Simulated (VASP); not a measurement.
# Nb (Im-3m) in VASP: single point with PBEsol

Aim: the single point of Nb with PBEsol.

All numbers are computed with VASP 6.6.1; they aren't measurements. Logs are shortened: lines on timing, memory, paths and dates and some standing lists are left out, and cuts for length are marked.

### Step 1. The cell of the first run

The structure is cubic, space group Im-3m (No. 229). Conventional cell: a = 3.272 Å, b = 3.272 Å, c = 3.272 Å, α = 90.00°, β = 90.00°, γ = 90.00°. Within 3.7 Å of Nb (site symmetry m-3m) lie 14 Nb at 2.83 to 3.27 Å.

### Step 2. Single point, PBEsol

POSCAR reads:

```
Nb
1.0
   -1.6362222444      1.6362222444      1.6362222444
    1.6362222444     -1.6362222444      1.6362222444
    1.6362222444      1.6362222444     -1.6362222444
Nb
1
Direct
    0.0000000000      0.0000000000      0.0000000000
```

INCAR.step1 reads:

```
SYSTEM = Nb
PREC = Accurate ; ENCUT = 520
EDIFF = 1E-6 ; ISMEAR = 0
SIGMA = 0.1 ; LREAL = .FALSE.
LASPH = .TRUE. ; NELM = 100
ALGO = Normal ; ISIF = 2
LWAVE = .FALSE. ; LCHARG = .TRUE.
LMAXMIX = 4 ; GGA = PS
NBANDS = 12
```

KPOINTS.step1 reads:

```
regular mesh
0
G
  18 18 18
  0 0 0
```

INCAR.step2 reads:

```
SYSTEM = Nb
PREC = Accurate ; ENCUT = 520
EDIFF = 1E-6 ; ISMEAR = -5
SIGMA = 0.1 ; LREAL = .FALSE.
LASPH = .TRUE. ; NELM = 100
ALGO = Normal ; ISIF = 2
LWAVE = .FALSE. ; LCHARG = .FALSE.
LMAXMIX = 4 ; GGA = PS
LORBIT = 11 ; NEDOS = 2001
ICHARG = 11
```

KPOINTS.step2 reads:

```
regular mesh
0
G
  27 27 27
  0 0 0
```

Potentials or basis: VASP PAW PBE potentials, release 64 (Nb_sv).

The run is started by

```console
cat potpaw_PBE.64/Nb_sv/POTCAR > POTCAR
cp INCAR.step1 INCAR
cp KPOINTS.step1 KPOINTS
mpirun -np 1 vasp_std > vasp.out
cp INCAR.step2 INCAR
cp KPOINTS.step2 KPOINTS
mpirun -np 1 vasp_std > vasp.out
```

OUTCAR:

```text
SYSTEM = Nb
   PREC = Accurate
   ENCUT = 520
   EDIFF = 1E-6
   ISMEAR = -5
   LREAL = .FALSE.
   LASPH = .TRUE.
   NELM = 100
   ISIF = 2
   GGA = PS
   LORBIT = 11
   ICHARG = 11

 ion  position               nearest neighbor table
   1  0.000  0.000  0.000-

  LATTYP: Found a body centered cubic cell.
 ALAT       =     3.2724444888

  Lattice vectors:

 A1 = (  -1.6362222444,   1.6362222444,   1.6362222444)
 A2 = (   1.6362222444,  -1.6362222444,   1.6362222444)
 A3 = (   1.6362222444,   1.6362222444,  -1.6362222444)

Analysis of symmetry for initial positions (statically):
=====================================================================
 Subroutine PRICEL returns:
 Original cell was already a primitive cell.

 Routine SETGRP: Setting up the symmetry group for a
 body centered cubic supercell.

 Subroutine GETGRP returns: Found 48 space group operations
 (whereof 48 operations were pure point group operations)
 out of a pool of 48 trial point group operations.

The static configuration has the point symmetry O_h .

Analysis of symmetry for dynamics (positions and initial velocities):
=====================================================================
 Subroutine PRICEL returns:
 Original cell was already a primitive cell.

 Routine SETGRP: Setting up the symmetry group for a
 body centered cubic supercell.

 Subroutine GETGRP returns: Found 48 space group operations
 (whereof 48 operations were pure point group operations)
 out of a pool of 48 trial point group operations.

The dynamic configuration has the point symmetry O_h .

 Subroutine INISYM returns: Found 48 space group operations
 (whereof 48 operations are pure point group operations),
 and found     1 'primitive' translations

----------------------------------------------------------------------------------------

                                     Primitive cell

  volume of cell :      17.5221

  direct lattice vectors                    reciprocal lattice vectors
    -1.636222244  1.636222244  1.636222244     0.000000000  0.305581960  0.305581960
     1.636222244 -1.636222244  1.636222244     0.305581960  0.000000000  0.305581960
     1.636222244  1.636222244 -1.636222244     0.305581960  0.305581960  0.000000000

  length of vectors
     2.834020060  2.834020060  2.834020060     0.432158152  0.432158152  0.432158152

  position of ions in fractional coordinates (direct lattice)
     0.000000000  0.000000000  0.000000000

  ion indices of the primitive-cell ions
   primitive index   ion index
                 1           1

----------------------------------------------------------------------------------------

 KPOINTS: regular mesh

Automatic generation of k-mesh.
 Grid dimensions read from file:
 generate k-points for:   27   27   27

 Generating k-lattice:

  Cartesian coordinates                     Fractional coordinates (reciprocal lattice)
     0.000000000  0.011317850  0.011317850     0.037037037  0.000000000  0.000000000
     0.011317850  0.000000000  0.011317850     0.000000000  0.037037037  0.000000000
     0.011317850  0.011317850  0.000000000     0.000000000  0.000000000  0.037037037

  Length of vectors
     0.016005857  0.016005857  0.016005857

  Shift w.r.t. Gamma in fractional coordinates (k-lattice)
     0.000000000  0.000000000  0.000000000

 TETIRR: Found  23679 inequivalent tetrahedra from   118098

 Subroutine IBZKPT returns following result:
 ===========================================

 Found    560 irreducible k-points:

 Following reciprocal coordinates:
            Coordinates               Weight
  0.000000  0.000000  0.000000      1.000000
  0.037037  0.000000  0.000000     12.000000
  0.074074  0.000000  0.000000     12.000000
  0.111111  0.000000  0.000000     12.000000
  0.148148  0.000000  0.000000     12.000000
  0.185185  0.000000  0.000000     12.000000
[... 16 lines left out ...]
  0.333333  0.037037  0.000000     48.000000
  0.370370  0.037037  0.000000     48.000000
 [... further k-points ...]
   k-points           NKPTS =    560   k-points in BZ     NKDIM =    560   number of bands    NBANDS=     10
   number of dos      NEDOS =   2001   number of ions     NIONS =      1
   total plane-waves  NPLWV =  13824
   dimension x,y,z NGX =    24 NGY =   24 NGZ =   24
   dimension x,y,z NGXF=    48 NGYF=   48 NGZF=   48
   ions per type =               1
   NGX,Y,Z   is equivalent  to a cutoff of  14.08, 14.08, 14.08 a.u.
   NGXF,Y,Z  is equivalent  to a cutoff of  28.16, 28.16, 28.16 a.u.
 SYSTEM =  Nb
   PREC   = accura    normal or accurate (medium, high low for compatibility)
   ISTART =      0    job   : 0-new  1-cont  2-samecut
   ICHARG =     11    charge: 1-file 2-atom 10-const
   ISPIN  =      1    spin polarized calculation?
   LNONCOLLINEAR =      F non collinear calculations
   LSORBIT =      F    spin-orbit coupling
   LASPH  =      T    aspherical Exc in radial PAW
   ENCUT  =  520.0 eV  38.22 Ry    6.18 a.u.   5.27  5.27  5.27*2*pi/ulx,y,z
   NELM   =    100;   NELMIN=  2; NELMDL=  0     # of ELM steps
   EDIFF  = 0.1E-05   stopping-criterion for ELM
   LREAL  =      F    real-space projection
   EDIFFG = 0.1E-04   stopping-criterion for IOM
   NSW    =      0    number of steps for IOM
   IBRION =     -1    ionic relax: 0-MD 1-quasi-New 2-CG
   NFREE  =      0    steps in history (QN), initial steepest desc. (CG)
   ISIF   =      2    stress and relaxation
   ISYM   =      2    0-nonsym 1-usesym 2-fastsym
   POTIM  = 0.5000    time-step for ionic-motion
   TEBEG  =    0.0;   TEEND  =   0.0 temperature during run
   PSTRESS=    0.0 pullay stress
   NELECT =      13.0000    total number of electrons
   NUPDOWN=      -1.0000    fix difference up-down
   EMIN   =  10.00;   EMAX   =-10.00  energy-range for DOS
   EFERMI =   0.00;   METHOD = LEGACY
   ISMEAR =    -5;   SIGMA  =   0.10  broadening in eV -4-tet -1-fermi 0-gaus
   EFERMI_NEDOS =   21; number of points for ismear=-14 and -15
   IALGO  =     38    algorithm
   IMIX   =      4    mixing-type and parameters
     AMIX     =   0.40;   BMIX     =  1.00
     AMIX_MAG =   1.60;   BMIX_MAG =  1.00
  volume/ion in A,a.u.               =      17.52       118.25
  Fermi-wavevector in a.u.,A,eV,Ry     =   1.482041  2.800652 29.884470  2.196447
  Thomas-Fermi vector in A             =   2.595877
   LORBIT       =     11    0 simple, 1 ext, 2 COOP (PROOUT), +10 PAW based schemes
   GGA     = PS    functional components
   LHFCALC =     F    Hartree Fock is set to
   AEXX    =    0.0000 exact exchange contribution
   IVDW    =     0    specifies the selected vdW correction
   LEPSILON=     F    determine dielectric tensor
   LRPA    =     F    only Hartree local field effects (RPA)
 non-spin polarized calculation
 Fermi weights with tetrahedron method with Bloechl corrections
  energy-cutoff  :      520.00
  volume of cell :       17.52
 maximum number of plane-waves:       482
 NGX is ok and might be reduce to    24

 number of electron      13.0000001 magnetization

 Free energy of the ion-electron system (eV)
  ---------------------------------------------------
  ext. energy  EPLUGINS =         0.00000000
  ---------------------------------------------------
  free energy    TOTEN  =       -10.95292335 eV

  energy without entropy =      -10.95292335  energy(sigma->0) =      -10.95292335

 E-fermi :  11.4177     XC(G=0): -12.7732

 val. band max:       11.4218734426   @ k =   0.2963   0.1852   0.1111
 cond. band min:      11.4318815567   @ k =  -0.3333   0.4815   0.1852
 fundamental gap:      0.0100081140
 Fermi energy:        11.4176646589

 k-point     1 :       0.0000    0.0000    0.0000
  band No.  band energies     occupation
      1     -42.8055      2.00000
      2     -18.0584      2.00000
      3     -18.0584      2.00000
      4     -18.0584      2.00000
      5       5.4100      2.00000
      6      11.7884      0.00000
      7      11.7884      0.00000
      8      11.7884      0.00000
      9      14.7915      0.00000
     10      14.7915      0.00000

 k-point     2 :       0.0370    0.0000    0.0000
  band No.  band energies     occupation
      1     -42.8018      2.00000
      2     -18.0803      2.00000
      3     -18.0650      2.00000
      4     -18.0586      2.00000
      5       5.4694      2.00000
      6      11.7510      0.00000
      7      11.7805      0.00000
      8      11.8450      0.00000
      9      14.7302      0.00000
     10      14.7912      0.00000

 k-point     3 :       0.0741    0.0000    0.0000
  band No.  band energies     occupation
      1     -42.7911      2.00000
      2     -18.1444      2.00000
      3     -18.0843      2.00000
      4     -18.0592      2.00000
      5       5.6440      2.00000
      6      11.6432     -0.00478
      7      11.7515      0.00000
      8      12.0138      0.00000
      9      14.5718      0.00000
     10      14.7916      0.00000

 k-point     4 :       0.1111    0.0000    0.0000
  band No.  band energies     occupation
      1     -42.7738      2.00000
      2     -18.2464      2.00000
      3     -18.1152      2.00000
      4     -18.0601      2.00000
      5       5.9225      2.00000
      6      11.4762      0.25505
      7      11.6885     -0.00028
      8      12.2920      0.00000
      9      14.3799      0.00000
     10      14.7968      0.00000
[... 222 lines left out ...]
 k-point    22 :       0.2963    0.0370   -0.0000
  band No.  band energies     occupation
      1     -42.6123      2.00000
      2     -19.1243      2.00000
      3     -18.3915      2.00000
      4     -18.0773      2.00000
      5       7.7878      2.00000
      6      10.2202      2.00000
      7      11.6109     -0.03719
      8      14.4650      0.00000
      9      15.1776      0.00000
     10      15.5171      0.00000

 k-point    23 :       0.3333    0.0370    0.0000
  band No.  band energies     occupation
      1     -42.5842      2.00000
      2     -19.2656      2.00000
      3     -18.4387      2.00000
      4     -18.0790      2.00000
      5       7.8094      2.00000
      6      10.0382      2.00000
      7      12.0585     -0.00838
      8      14.6383      0.00000
      9      15.2885      0.00000
     10      16.2541      0.00000

 k-point    24 :       0.3704    0.0370    0.0000
  band No.  band energies     occupation
      1     -42.5606      2.00000
      2     -19.3828      2.00000
      3     -18.4780      2.00000
      4     -18.0805      2.00000
      5       7.7589      2.00000
      6       9.8913      2.00000
      7      12.5955      0.00000
      8      14.7768      0.00000
      9      15.4049      0.00000
     10      16.9604      0.00000

 [... further k-points ...]
[... 5 lines left out ...]
  --------------------------------------------------------------------------------------
  -------------------------------------------------------------------------------------
  Total       -0.0358219     -0.0358219     -0.0358219     -0.0000000     -0.0000000     -0.0000000
  in kB       -3.2754581     -3.2754581     -3.2754581     -0.0000000     -0.0000000     -0.0000000
  external PRESSURE =      -3.2754581 kB  Pullay stress =       0.0000000 kB

 VOLUME and BASIS-vectors are now :
 -----------------------------------------------------------------------------
  energy-cutoff  :      520.00
  volume of cell :       17.52
      direct lattice vectors                 reciprocal lattice vectors
    -1.636222244  1.636222244  1.636222244     0.000000000  0.305581960  0.305581960
     1.636222244 -1.636222244  1.636222244     0.305581960  0.000000000  0.305581960
     1.636222244  1.636222244 -1.636222244     0.305581960  0.305581960  0.000000000

 POSITION                                       TOTAL-FORCE (eV/Angst)
 -----------------------------------------------------------------------------------
      0.00000      0.00000      0.00000        -0.000000      0.000000     -0.000000
 -----------------------------------------------------------------------------------
    total drift:                               -0.000000      0.000000     -0.000000

  FREE ENERGIE OF THE ION-ELECTRON SYSTEM (eV)
  ---------------------------------------------------
  free  energy   TOTEN  =       -10.9529233462 eV

  energy  without entropy=      -10.9529233462  energy(sigma->0) =      -10.95292335

 total charge

# of ion       s       p       d       tot
------------------------------------------
    1        2.227   5.999   2.537  10.763
```

It took 2.6 min on 1 thread of Intel Xeon 8259CL, shared host; peak memory 0.26 GiB.

What came out:

```
Valence electrons inside the program's atomic spheres : Nb 10.76
```

Levels at points of the mesh, in eV from the Fermi level:
```tsv
k point	band 4	band 5	band 6	band 7	band 8	band 9
(0.00, 0.00, 0.00)	-29.48	-6.01	0.37	0.37	0.37	3.37
```

Caveat: the PAW data sets were made with another functional, which shifts forces and pressure a little.
